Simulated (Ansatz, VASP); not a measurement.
## Two plane-wave programs on As

INCAR

```
SYSTEM = As
PREC = Accurate ; ENCUT = 600
EDIFF = 1E-6 ; ISMEAR = 0
SIGMA = 0.1 ; LREAL = .FALSE.
LASPH = .TRUE. ; NELM = 80
ALGO = Normal ; ISIF = 3
LWAVE = .FALSE. ; LCHARG = .FALSE.
GGA = PE ; IBRION = 2
NSW = 90 ; EDIFFG = -0.04
```

File KPOINTS:

```
regular mesh
0
G
  6 6 8
  0 0 0
```

File POSCAR:

```
As
1.0
    1.5083538500     -2.3638058200      0.0000000000
    1.5083538500      2.3638058200      0.0000000000
    0.0000000000      0.0000000000      2.1361491300
As
1
Direct
    0.5000000000      0.5000000000      0.0000000000
```

Input for Ansatz:

```yaml
crystal:
  lattice:
    - [1.50835385, -2.36380582, 0.0]
    - [1.50835385, 2.36380582, 0.0]
    - [0.0, 0.0, 2.13614913]
  atoms:
    - { symbol: As, position: [0.5, 0.5, 0.0] }
basis:
  ecutwfc: 420
kpoints:
  mp_grid: { grid: [6, 6, 8] }
hamiltonian:
  xc: pbe
scf:
  occupations: { method: gaussian, width: 0.1 }
  lower_state_search: "off"
output:
  forces: true
  stress: true
  eigenvalues: true
relax:
  adjacent_minimum: "off"
  f_tol: 0.04
  max_steps: 70
  cell: { stress_tol: 0.4 }
```

Alike in both runs: task relaxation of cell and atoms; functional PBE; k mesh 6 × 6 × 8; occupations gaussian, width 0.1 eV; no spin polarisation.

|  | VASP | Ansatz |
| --- | --- | --- |
| version | VASP 6.6.1 | Ansatz 0.2.0 |
| potentials or method | VASP PAW PBE potentials, release 64 (As), cutoff 600 eV | scalar-relativistic, plane waves, PAW |
| valence electrons in the cell | 5 | 15 |

```tsv
	VASP	Ansatz	Ansatz less VASP
gap on the k mesh at the Fermi level, each at its own relaxed structure (eV)	none	none	-
relaxed volume (Å³/atom)	19.85	19.81	-0.031
relaxed cell length with the largest relative difference (Å)	2.923	2.907	-0.0163
```

A gap of «none» marks a metal or a gap that the smearing closes. VASP's potentials hold 5 valence electrons a cell and Ansatz's 15, so a difference there can come from the potentials and not from the codes.

The k mesh is coarse, so the values compare programs but aren't converged. Noted on VASP's run: the volume moved by over 15 % at a fixed basis, so the end points are rough.
